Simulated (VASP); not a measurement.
Here is a VASP 6.6.1 calculation.

INCAR

```
SYSTEM = HfNiS4
  ALGO = Normal
  EDIFF = 1E-6
  ENCUT = 520
  GGA = PE
  ISIF = 2
  ISMEAR = 0
  ISPIN = 2
  LASPH = .True.
  LCHARG = .False.
  LMAXMIX = 4
  LORBIT = 11
  LREAL = .False.
  LWAVE = .False.
  MAGMOM = 0 2 0 0 0 0
  NBANDS = 35
  NELM = 150
  PREC = Accurate
  SIGMA = 0.1
```

File KPOINTS:

```
k-points
0
Gamma
  4 4 4
  0 0 0
```

The input POSCAR:

```
HfNiS4
1.0
    0.0000000000      3.8507724200      3.8507724200
    3.8507724200      0.0000000000      3.8507724200
    3.8507724200      3.8507724200      0.0000000000
Hf Ni S
1 1 4
Direct
    0.0000000000      0.0000000000      0.0000000000
    0.2500000000      0.2500000000      0.2500000000
    0.6244397500      0.1266807500      0.6244397500
    0.6244397500      0.6244397500      0.1266807500
    0.6244397500      0.6244397500      0.6244397500
    0.1266807500      0.6244397500      0.6244397500
```

Potentials or basis: VASP PAW PBE potentials, release 64 (Hf_pv, Ni, S).

Command:

```bash
$ cat potpaw_PBE.64/Hf_pv/POTCAR potpaw_PBE.64/Ni/POTCAR potpaw_PBE.64/S/POTCAR > POTCAR
$ mpirun -np 1 vasp_std > vasp.out
```

Task: Predict the pressure.

Result: -10.1 GPa.

Task: Predict the net moment.

Result: 1.02 μB per cell.

Task: Predict the site moments.

Result: Hf -0.01; Ni +0.58; S +0.07 μB.

Forces on the atoms (eV/Å):
```
Hf   0.000  0.000  0.000
Ni   0.000  0.000  0.000
S   -0.008  0.008 -0.008
S   -0.008 -0.008  0.008
S    0.008  0.008  0.008
S    0.008 -0.008 -0.008
```

Caveat: a cell with one magnetic atom can't hold antiferromagnetic order, which such compounds often take.
